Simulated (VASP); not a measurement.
# TaC2 (P-3m1) in VASP: notebook

The runs below take TaC2 through single point, relaxation of cell and atoms, with PBE.

The COD entry that gives the cell may itself be a prediction, so a difference from it is no test against experiment.

Program: VASP 6.6.1. These are calculated values, not measurements. Logs are shortened: lines on timing, memory, paths and dates and some standing lists are left out, and cuts for length are marked.

## Step 1: The cell of the first run

Symmetry: P-3m1, No. 164, trigonal system. Conventional cell: a = 2.981 Å, b = 2.981 Å, c = 5.061 Å, α = 90.00°, β = 90.00°, γ = 120.00°. Within 2.8 Å of Ta (site symmetry -3m) lie 6 C at 2.15 Å. Within 2.8 Å of C (site symmetry 3m) lie 3 Ta at 2.15 Å.

## Step 2: Single point, PBE

Input file INCAR:

```
SYSTEM = TaC2
  ALGO = Normal
  EDIFF = 1E-6
  ENCUT = 520
  GGA = PE
  ISIF = 2
  ISMEAR = 0
  LASPH = .True.
  LCHARG = .False.
  LREAL = .False.
  LWAVE = .False.
  NBANDS = 16
  NELM = 100
  PREC = Accurate
  SIGMA = 0.1
```

Input file KPOINTS:

```
k-points
0
Gamma
  6 6 4
  0 0 0
```

Input file POSCAR:

```
TaC2
1.0
    2.9805074300      0.0000000000      0.0000000000
   -1.4902537100      2.5811951500      0.0000000000
    0.0000000000      0.0000000000      5.0607912500
Ta C
1 2
Direct
    0.0000000000      0.0000000000      0.0000000000
    0.3333333300      0.6666666700      0.2552000000
    0.6666666700      0.3333333300      0.7448000000
```

Potentials or basis: VASP PAW PBE potentials, release 64 (Ta_pv, C).

Launch:

```sh
cat potpaw_PBE.64/Ta_pv/POTCAR potpaw_PBE.64/C/POTCAR > POTCAR
mpirun -np 1 vasp_std > vasp.out
```

OUTCAR:

```text
SYSTEM = TaC2
   EDIFF = 1E-6
   ENCUT = 520
   GGA = PE
   ISIF = 2
   ISMEAR = 0
   LASPH = .True.
   LREAL = .False.
   NELM = 100
   PREC = Accurate

 ion  position               nearest neighbor table
   1  0.000  0.000  0.000-   2 2.15   3 2.15   2 2.15   3 2.15   3 2.15   2 2.15
   2  0.333  0.667  0.255-   1 2.15   1 2.15   1 2.15
   3  0.667  0.333  0.745-   1 2.15   1 2.15   1 2.15

  LATTYP: Found a hexagonal cell.
 ALAT       =     2.9805074300
 C/A-ratio  =     1.6979629707

  Lattice vectors:

 A1 = (   2.9805074300,   0.0000000000,   0.0000000000)
 A2 = (  -1.4902537100,   2.5811951500,   0.0000000000)
 A3 = (   0.0000000000,   0.0000000000,   5.0607912500)

Analysis of symmetry for initial positions (statically):
=====================================================================
 Subroutine PRICEL returns:
 Original cell was already a primitive cell.

 Routine SETGRP: Setting up the symmetry group for a
 hexagonal supercell.

 Subroutine GETGRP returns: Found 12 space group operations
 (whereof 12 operations were pure point group operations)
 out of a pool of 24 trial point group operations.

The static configuration has the point symmetry D_3d.

Analysis of symmetry for dynamics (positions and initial velocities):
=====================================================================
 Subroutine PRICEL returns:
 Original cell was already a primitive cell.

 Routine SETGRP: Setting up the symmetry group for a
 hexagonal supercell.

 Subroutine GETGRP returns: Found 12 space group operations
 (whereof 12 operations were pure point group operations)
 out of a pool of 24 trial point group operations.

The dynamic configuration has the point symmetry D_3d.

 Subroutine INISYM returns: Found 12 space group operations
 (whereof 12 operations are pure point group operations),
 and found     1 'primitive' translations

----------------------------------------------------------------------------------------

                                     Primitive cell

  volume of cell :      38.9340

  direct lattice vectors                    reciprocal lattice vectors
     2.980507430  0.000000000  0.000000000     0.335513339  0.193708716  0.000000000
    -1.490253710  2.581195150  0.000000000     0.000000000  0.387417433  0.000000000
     0.000000000  0.000000000  5.060791250     0.000000000  0.000000000  0.197597559

  length of vectors
     2.980507430  2.980507427  5.060791250     0.387417433  0.387417433  0.197597559

  position of ions in fractional coordinates (direct lattice)
[... 82 lines left out ...]
   EDIFFG = 0.1E-04   stopping-criterion for IOM
   NSW    =      0    number of steps for IOM
   IBRION =     -1    ionic relax: 0-MD 1-quasi-New 2-CG
   NFREE  =      0    steps in history (QN), initial steepest desc. (CG)
   ISIF   =      2    stress and relaxation
   ISYM   =      2    0-nonsym 1-usesym 2-fastsym
   POTIM  = 0.5000    time-step for ionic-motion
   TEBEG  =    0.0;   TEEND  =   0.0 temperature during run
   PSTRESS=    0.0 pullay stress
   NELECT =      19.0000    total number of electrons
   NUPDOWN=      -1.0000    fix difference up-down
   EMIN   =  10.00;   EMAX   =-10.00  energy-range for DOS
   EFERMI =   0.00;   METHOD = LEGACY
   ISMEAR =     0;   SIGMA  =   0.10  broadening in eV -4-tet -1-fermi 0-gaus
   EFERMI_NEDOS =   21; number of points for ismear=-14 and -15
   IALGO  =     38    algorithm
   IMIX   =      4    mixing-type and parameters
     AMIX     =   0.40;   BMIX     =  1.00
     AMIX_MAG =   1.60;   BMIX_MAG =  1.00
  volume/ion in A,a.u.               =      12.98        87.58
  Fermi-wavevector in a.u.,A,eV,Ry     =   1.288891  2.435651 22.602544  1.661240
  Thomas-Fermi vector in A             =   2.420817
   LORBIT       =      0    0 simple, 1 ext, 2 COOP (PROOUT), +10 PAW based schemes
   GGA     = PE    functional components
   LHFCALC =     F    Hartree Fock is set to
   AEXX    =    0.0000 exact exchange contribution
   IVDW    =     0    specifies the selected vdW correction
   LEPSILON=     F    determine dielectric tensor
   LRPA    =     F    only Hartree local field effects (RPA)
 non-spin polarized calculation
 Gauss-broadening in eV      SIGMA  =   0.10
  energy-cutoff  :      520.00
  volume of cell :       38.93
 maximum number of plane-waves:      1074
 NGX is ok and might be reduce to    24
   NGX = 11   NGY = 11   NGZ = 19

 number of electron      18.9999998 magnetization

 Free energy of the ion-electron system (eV)
  ---------------------------------------------------
  ext. energy  EPLUGINS =         0.00000000
  ---------------------------------------------------
  free energy    TOTEN  =       -24.79867727 eV

  energy without entropy =      -24.79303097  energy(sigma->0) =      -24.79585412

 E-fermi :   3.2571     XC(G=0): -11.2024

 val. band max:        3.1469530566   @ k =   0.3333   0.1667   0.5000
 cond. band min:       3.3171213039   @ k =   0.3333   0.3333   0.2500
 fundamental gap:      0.1701682473
 Fermi energy:         3.2571216673

 k-point     1 :       0.0000    0.0000    0.0000
  band No.  band energies     occupation
      1     -30.2533      2.00000
      2     -29.8546      2.00000
      3     -29.8546      2.00000
      4      -9.0844      2.00000
      5      -5.0516      2.00000
      6      -1.8648      2.00000
[... 433 lines left out ...]
      3     -30.0507      2.00000
      4      -5.6997      2.00000
      5      -5.6997      2.00000
      6      -0.0992      2.00000
[... 8 lines left out ...]
     15      13.8307      0.00000
     16      13.8307      0.00000

------------------------ aborting loop because EDIFF is reached ----------------------------------------

  FORCE on cell =-STRESS in cart. coord.  units (eV):
  Direction    XX          YY          ZZ          XY          YZ          ZX
  --------------------------------------------------------------------------------------
  -------------------------------------------------------------------------------------
  Total        5.1911346      5.1911346     -2.5797507      0.0000000      0.0000000     -0.0000000
  in kB      213.6207334    213.6207333   -106.1594960      0.0000004      0.0000000     -0.0000000
  external PRESSURE =     107.0273236 kB  Pullay stress =       0.0000000 kB

 VOLUME and BASIS-vectors are now :
 -----------------------------------------------------------------------------
  energy-cutoff  :      520.00
  volume of cell :       38.93
      direct lattice vectors                 reciprocal lattice vectors
     2.980507430  0.000000000  0.000000000     0.335513339  0.193708716  0.000000000
    -1.490253710  2.581195150  0.000000000     0.000000000  0.387417433  0.000000000
     0.000000000  0.000000000  5.060791250     0.000000000  0.000000000  0.197597559

 POSITION                                       TOTAL-FORCE (eV/Angst)
 -----------------------------------------------------------------------------------
      0.00000      0.00000      0.00000        -0.000000      0.000000      0.000000
     -0.00000      1.72080      1.29151        -0.000000      0.000000     -1.028355
      1.49025      0.86040      3.76928         0.000000      0.000000      1.028355
 -----------------------------------------------------------------------------------
    total drift:                               -0.000000     -0.000000      0.000000

  FREE ENERGIE OF THE ION-ELECTRON SYSTEM (eV)
  ---------------------------------------------------
  free  energy   TOTEN  =       -24.7986772734 eV

  energy  without entropy=      -24.7930309693  energy(sigma->0) =      -24.79585412
```

OSZICAR:

```text
N       E                     dE             d eps       ncg     rms          rms(c)
DAV:   1     0.105065851610E+03    0.10507E+03   -0.96619E+03   768   0.110E+03
DAV:   2    -0.230510291002E+02   -0.12812E+03   -0.12483E+03  1032   0.291E+02
DAV:   3    -0.265845014419E+02   -0.35335E+01   -0.35142E+01  1000   0.455E+01
DAV:   4    -0.266165504831E+02   -0.32049E-01   -0.32043E-01   984   0.479E+00
DAV:   5    -0.266169415116E+02   -0.39103E-03   -0.39102E-03  1000   0.490E-01    0.263E+01
DAV:   6    -0.249885096072E+02    0.16284E+01   -0.64902E+00   872   0.176E+01    0.112E+01
DAV:   7    -0.248303025826E+02    0.15821E+00   -0.10678E+00   880   0.627E+00    0.638E+00
DAV:   8    -0.248012085181E+02    0.29094E-01   -0.14109E-01   984   0.299E+00    0.873E-01
DAV:   9    -0.247986703604E+02    0.25382E-02   -0.10399E-02   920   0.783E-01    0.204E-01
DAV:  10    -0.247986842976E+02   -0.13937E-04   -0.17085E-03  1016   0.293E-01    0.510E-02
DAV:  11    -0.247986756459E+02    0.86516E-05   -0.18433E-04   888   0.940E-02    0.172E-02
DAV:  12    -0.247986773335E+02   -0.16876E-05   -0.16815E-05   920   0.344E-02    0.480E-03
DAV:  13    -0.247986772734E+02    0.60085E-07   -0.97788E-07   592   0.957E-03
   1 F= -.24798677E+02 E0= -.24795854E+02  d E =-.564630E-02
```

Run time: 5.8 s. Hardware: 1 thread of Intel Xeon 6975P-C (Granite Rapids), shared host; peak memory 0.16 GiB.

What came out:

- Free energy: -24.7987 eV
- Pressure: 10.7 GPa
- Largest force: 1.028 eV/Å

Forces on the atoms (eV/Å):
```
Ta   0.000  0.000  0.000
C    0.000  0.000 -1.028
C    0.000  0.000  1.028
```

Levels at points of the mesh, in eV from the Fermi level:
```
           k point  band 6  band 7  band 8  band 9  band 10  band 11  band 12  band 13
(0.00, 0.00, 0.00)   -5.12   -2.21   -2.21    2.08     2.51     2.51     2.90     2.90
(0.50, 0.00, 0.00)   -5.12   -2.23   -1.69   -1.29    -0.15     1.11     2.59     6.05
(0.00, 0.00, 0.50)   -3.19   -2.16   -2.16   -0.72     2.31     2.31     2.86     2.86
(0.50, 0.00, 0.50)   -5.29   -2.30   -1.89   -1.70     1.50     1.51     1.55     6.06
```

Caveat: the k points lie up to 0.41 Å⁻¹ apart; spin-orbit coupling is left out, which moves the levels of the heavy elements; forces of over 1 eV/Å act on the atoms, so gaps and moduli don't describe the material at rest.

## Step 3: Single point, PBE

This run uses another cell than the first one, of 16.41 Å³/atom, 1.265 times its volume.

Input file INCAR:

```
ALGO     = Normal         # electronic algorithm
EDIFF    = 1E-7           # SCF threshold, eV
ENCUT    = 520            # plane-wave cutoff, eV
GGA      = PE             # functional
ISIF     = 2              # what is computed and relaxed
ISMEAR   = 0              # smearing method
LASPH    = T              # aspherical terms in the spheres
LCHARG   = F              # write CHGCAR
LREAL    = F              # projectors in reciprocal space
LWAVE    = F              # write WAVECAR
NBANDS   = 16             # bands
NELM     = 100            # most SCF steps
PREC     = Accurate       # precision mode
SIGMA    = 0.1            # smearing width, eV
```

Input file KPOINTS:

```
k-points
0
Gamma
  6 6 4
```

Input file POSCAR:

```
TaC2
1.0
    3.2239080055     -0.0000000031      0.0000000000
   -1.6119540001      2.7919862338      0.0000000000
    0.0000000000      0.0000000000      5.4706933198
Ta C
1 2
Direct
    0.0000000000      0.0000000000      0.0000000000
    0.3333333333      0.6666666667      0.1960726087
    0.6666666667      0.3333333333      0.8039273913
```

Potentials or basis: VASP PAW PBE potentials, release 64 (Ta_pv, C).

Launch:

```sh
cat potpaw_PBE.64/Ta_pv/POTCAR potpaw_PBE.64/C/POTCAR > POTCAR
mpirun -np 1 vasp_std > vasp.out
```

It took 7.8 s on 1 thread of Intel Xeon 6975P-C (Granite Rapids), shared host; peak memory 0.16 GiB.

Results (log left out):

```
Free energy   : -25.4393 eV
Pressure      : 0.5 GPa
Largest force : 0.063 eV/Å
```

Forces on the atoms (eV/Å):
```
Ta   0.000  0.000  0.000
C    0.000  0.000  0.063
C    0.000  0.000 -0.063
```

Stress tensor (GPa, compression positive):
```
0.47 0.00 0.00
0.00 0.47 0.00
0.00 0.00 0.59
```

Levels at points of the mesh, in eV from the Fermi level:
```csv
k point,band 5,band 6,band 7,band 8,band 9,band 10,band 11,band 12,band 13,band 14
"(0.00, 0.00, 0.00)",-7.83,-3.64,-3.27,-3.27,1.45,2.01,2.01,2.51,2.51,5.09
"(0.50, 0.00, 0.00)",-8.18,-4.60,-2.12,-1.24,-1.12,0.55,0.58,3.44,4.49,4.65
"(0.00, 0.00, 0.50)",-8.14,-3.26,-3.26,-2.82,0.27,1.98,1.98,2.50,2.50,5.61
"(0.50, 0.00, 0.50)",-8.12,-4.70,-2.16,-1.49,-1.00,0.66,1.23,3.12,4.48,4.66
```

Caveat: the k points lie up to 0.38 Å⁻¹ apart; spin-orbit coupling is left out, which moves the levels of the heavy elements.

## Step 4: Relaxation of cell and atoms, PBE

Input file INCAR:

```
PREC     = Accurate       # precision mode
ENCUT    = 600            # plane-wave cutoff, eV
EDIFF    = 1E-7           # SCF threshold, eV
ISMEAR   = 0              # smearing method
SIGMA    = 0.1            # smearing width, eV
LREAL    = False          # projectors in reciprocal space
LASPH    = True           # aspherical terms in the spheres
NELM     = 80             # most SCF steps
ALGO     = Normal         # electronic algorithm
ISIF     = 3              # what is computed and relaxed
LWAVE    = False          # write WAVECAR
LCHARG   = False          # write CHGCAR
GGA      = PE             # functional
IBRION   = 2              # ionic algorithm
NSW      = 90             # ionic steps
EDIFFG   = -0.04          # ionic threshold
```

Input file KPOINTS:

```
regular mesh
0
Gamma
  6 6 4
```

Input file POSCAR:

```
TaC2
1.0
    2.9805074300      0.0000000000      0.0000000000
   -1.4902537100      2.5811951500      0.0000000000
    0.0000000000      0.0000000000      5.0607912500
Ta C
1 2
Direct
    0.0000000000      0.0000000000      0.0000000000
    0.3333333300      0.6666666700      0.2552000000
    0.6666666700      0.3333333300      0.7448000000
```

Launch:

```sh
cat potpaw_PBE.64/Ta_pv/POTCAR potpaw_PBE.64/C/POTCAR > POTCAR
mpirun -np 1 vasp_std > vasp.out
```

It took 72 s on 1 thread of Intel Xeon 6975P-C (Granite Rapids), shared host; peak memory 0.17 GiB.

The run converged. Its results:

```
Free energy                            : -25.4364 eV
Relaxed volume                         : 17.03 Å³/atom
Relaxed cell                           : a = 3.227 Å, b = 3.227 Å, c = 5.667 Å, α = 90.00°, β = 90.00°, γ = 120.00°
Space group after relaxing (to 0.05 Å) : P-3m1 (No. 164)
Energy gained by relaxing              : 212.3 meV/atom
Ionic steps                            : 19
Pressure after relaxing                : -0.1 GPa
Largest force after relaxing           : 0.004 eV/Å
```

Forces in eV/Å, atoms in the order of the input:
```
Ta   0.000  0.000  0.000
C    0.000  0.000  0.004
C    0.000  0.000 -0.004
```

Stress tensor (GPa, compression positive):
```
-0.15  0.00  0.00
 0.00 -0.15  0.00
 0.00  0.00  0.02
```

Step by step:
```
step  energy change (eV)  largest force (eV/Å)  pressure (GPa)  volume (Å³)
   1              0.0000                1.0284           10.63        38.93
   2             -0.4316                1.4687          -10.53        43.78
   3             -0.4392                1.4311           -8.11        43.06
   4             -0.5516                0.5286            6.19        40.82
   5             -0.5821                0.1137            0.95        41.57
   6             -0.5820                0.0864            1.16        41.54
   7             -0.5849                0.1158            0.03        41.97
   8             -0.5852                0.1312           -0.47        42.17
   9             -0.5876                0.0706            0.00        42.31
  10             -0.5915                0.1083            1.45        42.72
  11             -0.5932                0.1037            1.32        42.88
  12             -0.5979                0.0947            0.94        43.38
  13             -0.6053                0.0985            0.25        44.37
  14             -0.6102                0.1476           -0.76        46.40
  15             -0.6171                0.1779           -0.29        46.90
  16             -0.6279                0.2827            1.30        48.38
  17             -0.6284                0.3362            2.16        49.10
  18             -0.6346                0.1740            1.02        50.07
  19             -0.6368                0.0042           -0.09        51.09
```

Final structure:
```xyz
3
Lattice="3.2265 0.0000 0.0000 -1.6133 2.7943 0.0000 0.0000 0.0000 5.6667" Properties=species:S:1:pos:R:3 pbc="T T T"
Ta   -1.6133    2.7943    0.0000
C     0.0000    1.8628    1.0753
C     1.6133    0.9314    4.5914
```

Levels at points of the mesh, in eV from the Fermi level:
```tsv
k point	band 6	band 7	band 8	band 9	band 10	band 11	band 12	band 13
(0.00, 0.00, 0.00)	-3.53	-3.24	-3.24	1.34	2.01	2.01	2.51	2.51
(0.50, 0.00, 0.00)	-4.59	-2.11	-1.20	-1.16	0.60	0.63	3.41	4.49
(0.00, 0.00, 0.50)	-3.23	-3.23	-2.90	0.35	1.99	1.99	2.50	2.50
(0.50, 0.00, 0.50)	-4.66	-2.13	-1.43	-1.02	0.65	1.16	3.14	4.48
```

Caveat: the k points lie up to 0.37 Å⁻¹ apart in the final cell; the volume moved by over 15 % at a fixed basis, so the end points are rough; spin-orbit coupling is left out, which moves the levels of the heavy elements.

[end of part 1 of 2]
